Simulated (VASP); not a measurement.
# Zr (P6_3/mmc) in VASP: elastic constants with r2SCAN

Aim: the elastic constants of Zr with r2SCAN.

Program: VASP 6.6.1. These are calculated values, not measurements. Logs are shortened: lines on timing, memory, paths and dates and some standing lists are left out, and cuts for length are marked.

### Step 1. The cell of the first run

Symmetry: P6_3/mmc, No. 194, hexagonal system. The conventional cell has a = 3.232 Å, b = 3.232 Å, c = 5.147 Å, α = 90.00°, β = 90.00°, γ = 120.00°. Zr (site symmetry -6m2) has 12 Zr at 3.18 to 3.23 Å within 4.2 Å.

### Step 2. Elastic constants, r2SCAN

Contents of INCAR:

```
SYSTEM = Zr
PREC = Accurate ; ENCUT = 550
EDIFF = 1E-8 ; ISMEAR = -1
SIGMA = 0.05 ; LREAL = .FALSE.
LASPH = .TRUE. ; NELM = 120
ALGO = Normal ; ISIF = 3
LWAVE = .FALSE. ; LCHARG = .TRUE.
METAGGA = R2SCAN ; LMIXTAU = .TRUE.
NBANDS = 19 ; IBRION = 6
NFREE = 2 ; POTIM = 0.015
NSW = 1 ; GGA_COMPAT = .FALSE.
KPAR = 4
```

Contents of KPOINTS:

```
regular mesh
0
G
  8 8 5
  0 0 0
```

Contents of POSCAR:

```
Zr
1.0
    3.2320000000      0.0000000000      0.0000000000
   -1.6160000000      2.7989941050      0.0000000000
    0.0000000000      0.0000000000      5.1470000000
Zr
2
Direct
    0.6666666667      0.3333333333      0.7500000000
    0.3333333333      0.6666666667      0.2500000000
```

Potentials or basis: VASP PAW PBE potentials, release 64 (Zr_sv).

Command:

```console
> cat potpaw_PBE.64/Zr_sv/POTCAR > POTCAR
> mpirun -np 4 vasp_std > vasp.out
```

OUTCAR:

```text
SYSTEM = Zr
   PREC = Accurate
   ENCUT = 550
   EDIFF = 1E-8
   ISMEAR = -1
   LREAL = .FALSE.
   LASPH = .TRUE.
   NELM = 120
   ISIF = 3
   METAGGA = R2SCAN
   IBRION = 6
   NFREE = 2
   POTIM = 0.015
   NSW = 1

 ion  position               nearest neighbor table
   1  0.667  0.333  0.750-   2 3.18   2 3.18   2 3.18   2 3.18   2 3.18   2 3.18
   2  0.333  0.667  0.250-   1 3.18   1 3.18   1 3.18   1 3.18   1 3.18   1 3.18

  LATTYP: Found a hexagonal cell.
 ALAT       =     3.2320000000
 C/A-ratio  =     1.5925123762

  Lattice vectors:

 A1 = (   3.2320000000,   0.0000000000,   0.0000000000)
 A2 = (  -1.6160000000,   2.7989941050,   0.0000000000)
 A3 = (   0.0000000000,   0.0000000000,   5.1470000000)

Analysis of symmetry for initial positions (statically):
=====================================================================
 Subroutine PRICEL returns:
 Original cell was already a primitive cell.

 Routine SETGRP: Setting up the symmetry group for a
 hexagonal supercell.

 Subroutine GETGRP returns: Found 24 space group operations
 (whereof 12 operations were pure point group operations)
 out of a pool of 24 trial point group operations.

The static configuration has the point symmetry D_3d.
 The point group associated with its full space group is D_6h.

Analysis of symmetry for dynamics (positions and initial velocities):
=====================================================================
 Subroutine PRICEL returns:
 Original cell was already a primitive cell.

 Routine SETGRP: Setting up the symmetry group for a
 hexagonal supercell.

 Subroutine GETGRP returns: Found 24 space group operations
 (whereof 12 operations were pure point group operations)
 out of a pool of 24 trial point group operations.

The dynamic configuration has the point symmetry D_3d.
 The point group associated with its full space group is D_6h.
[... 872 lines left out ...]
     18      13.6854      0.00000
     19      14.0430      0.00000

 [... further k-points ...]

------------------------ aborting loop because EDIFF is reached ----------------------------------------

  FORCE on cell =-STRESS in cart. coord.  units (eV):
  Direction    XX          YY          ZZ          XY          YZ          ZX
  --------------------------------------------------------------------------------------
  -------------------------------------------------------------------------------------
  Total        0.2695260      0.2695260      0.3415988      0.0000000      0.0000000      0.0000000
  in kB        9.2743565      9.2743565     11.7543708      0.0000000      0.0000000      0.0000000
  external PRESSURE =      10.1010279 kB  Pullay stress =       0.0000000 kB
[... 17 lines left out ...]
  FREE ENERGIE OF THE ION-ELECTRON SYSTEM (eV)
  ---------------------------------------------------
  free  energy   TOTEN  =       -45.5050819010 eV

  energy  without entropy=      -45.4910661990  energy(sigma->0) =      -45.49807405

 INTERNAL STRAIN TENSORS FROM STRAINED CELLS
 ============================================

 INTERNAL STRAIN TENSOR FOR ION    1 for displacements in x,y,z  (eV/Angst):
          X           Y           Z          XY          YZ          ZX
  --------------------------------------------------------------------------------
  x    -0.00000     0.00000    -0.00000     2.36376    -0.00000     0.00000
  y     2.36595    -2.34866    -0.00000     0.00003     0.00003    -0.00006
  z     0.00000    -0.00000     0.00000     0.00000    -0.00839     0.00000

 INTERNAL STRAIN TENSORS FROM DISPLACED ATOMS
 ============================================

 INTERNAL STRAIN TENSOR FOR ION    1 for displacements in x,y,z  (eV/Angst):
          X           Y           Z          XY          YZ          ZX
  --------------------------------------------------------------------------------
  x     0.00000     0.00000     0.00000     2.37390     0.00000     0.00000
  y     2.37390    -2.37390     0.00000     0.00000     0.00000     0.00000
  z     0.00000     0.00000    -0.00000     0.00000    -0.00000     0.00000

 INTERNAL STRAIN TENSOR FOR ION    2 for displacements in x,y,z  (eV/Angst):
          X           Y           Z          XY          YZ          ZX
  --------------------------------------------------------------------------------
  x     0.00000     0.00000     0.00000    -2.37390     0.00000     0.00000
  y    -2.37390     2.37390    -0.00000     0.00000     0.00000     0.00000
  z    -0.00000    -0.00000     0.00000     0.00000     0.00000     0.00000

 Eigenvectors and eigenvalues of the dynamical matrix
 ----------------------------------------------------

   1 f  =    4.434098 THz    27.860258 2PiTHz  147.905581 cm-1    18.337947 meV
             X         Y         Z           dx          dy          dz
      1.616000  0.932998  3.860250     0.000000    0.000000   -0.707107
     -0.000000  1.865996  1.286750     0.000000    0.000000    0.707107
[... 16 lines left out ...]
   5 f  =    0.000000 THz     0.000000 2PiTHz    0.000000 cm-1     0.000000 meV
             X         Y         Z           dx          dy          dz
      1.616000  0.932998  3.860250     0.000000   -0.000000    0.707107
     -0.000000  1.865996  1.286750     0.000000    0.000000    0.707107

   6 f/i=    0.000000 THz     0.000000 2PiTHz    0.000001 cm-1     0.000000 meV
             X         Y         Z           dx          dy          dz
      1.616000  0.932998  3.860250     0.686093   -0.171105   -0.000000
     -0.000000  1.865996  1.286750     0.686093   -0.171105    0.000000

--------------------------------------------------------------------------------------------------------

 ELASTIC MODULI CONTR FROM IONIC RELAXATION (kBar)
 Direction    XX          YY          ZZ          XY          YZ          ZX
 --------------------------------------------------------------------------------
 XX        -151.1997    151.1997     -0.0000      0.0000      0.0000      0.0000
 YY         151.1997   -151.1997      0.0000      0.0000      0.0000      0.0000
 ZZ          -0.0000      0.0000     -0.0000      0.0000     -0.0000      0.0000
 XY           0.0000      0.0000      0.0000   -151.1997      0.0000      0.0000
 YZ           0.0000      0.0000     -0.0000      0.0000     -0.0000      0.0000
 ZX           0.0000      0.0000      0.0000      0.0000      0.0000      0.0000
 --------------------------------------------------------------------------------

 TOTAL ELASTIC MODULI (kBar)
 Direction    XX          YY          ZZ          XY          YZ          ZX
 --------------------------------------------------------------------------------
 XX        1505.8446    677.9661    623.9952      0.0000      0.0000     -0.0000
 YY         677.9661   1505.8446    623.9952      0.0000      0.0000      0.0000
 ZZ         623.9952    623.9952   1910.0923      0.0000     -0.0000      0.0000
 XY           0.0000      0.0000      0.0000    413.9392      0.0000     -0.0000
 YZ           0.0000      0.0000     -0.0000      0.0000    332.0389      0.0000
 ZX          -0.0000      0.0000      0.0000      0.0000      0.0000    332.0390
 --------------------------------------------------------------------------------
```

stdout:

```text
POSCAR found type information on POSCAR Zr
 POSCAR found :  1 types and       2 ions
 scaLAPACK will be used
 -----------------------------------------------------------------------------
|                                                                             |
|                                                                             |
|     You enforced a specific xc type in the INCAR file but a different       |
|     I HOPE YOU KNOW WHAT YOU ARE DOING!                                     |
[... 32 lines left out ...]
 Finite differences progress:
 bond charge predicted
 Finite differences progress:
 bond charge predicted
 Finite differences progress:
 bond charge predicted
 Finite differences progress:
 bond charge predicted
 Finite differences progress:
 bond charge predicted
 Finite differences progress:
 bond charge predicted
 Finite differences progress:
```

It took 32 min on 4 MPI ranks of Intel Xeon Platinum 8175M at 2.50GHz (Skylake/Cascade Lake), shared host; peak memory 0.31 GiB.

What came out:

```yaml
Voigt_bulk_modulus: 97 GPa
Highest_phonon_frequency_at_Γ: 148 cm⁻¹
```

Phonon frequencies in cm⁻¹ (negative: imaginary):
| q point | frequencies |
| --- | --- |
| (0.000, 0.000, 0.000) | 0 0 0 87 87 148 |

Elastic tensor in Voigt notation (GPa, in the Cartesian axes of the cell as first typed):
```
151  68  62   0   0   0
 68 151  62   0   0   0
 62  62 191   0   0   0
  0   0   0  33   0   0
  0   0   0   0  33   0
  0   0   0   0   0  41
```

Clamped-ion elastic tensor (GPa):
```
166  53  62   0   0   0
 53 166  62   0   0   0
 62  62 191   0   0   0
  0   0   0  33   0   0
  0   0   0   0  33   0
  0   0   0   0   0  57
```

Caveat: the cell is under stress, which shifts elastic constants; the PAW data sets were made with another functional, which shifts forces and pressure a little.
